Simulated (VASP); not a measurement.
Runs of VASP 6.6.1 on C. The structure is that of space group R-3m (No. 166), or close to it. The cells are those of the table. 

| cell | gap on the mesh (eV) | pressure (GPa) | largest force (eV/Å) |
| --- | --- | --- | --- |
| a = 3.561 Å, angles 39.5°, 2 atoms | 0.97 | 21.6 | 0.83 |
| a = 3.659 Å, angles 39.5°, 2 atoms | 0.94 | (b) | (a) |
| a = 3.683 Å, angles 39.5°, 2 atoms | 0.93 | -8.7 | 0.89 |
| a = 3.635 Å, angles 39.5°, 2 atoms | 0.95 | 1.8 | 0.87 |
| a = 3.706 Å, angles 39.5°, 2 atoms | (c) | -13.3 | (d) |

Alike in all rows: task single point; level PBEsol; potentials or basis VASP PAW PBE potentials, release 64 (C); no spin polarisation; k mesh 11 × 11 × 11; cutoff (eV) 520; smearing methfessel-paxton 0.1 eV.

Problem. Estimate the missing entries.

Solution. (a) 0.88; (b) -3.6; (c) 0.92; (d) 0.90.

Caveats: the PAW data sets were made with another functional, which shifts forces and pressure a little.

A k mesh can miss the band edges.
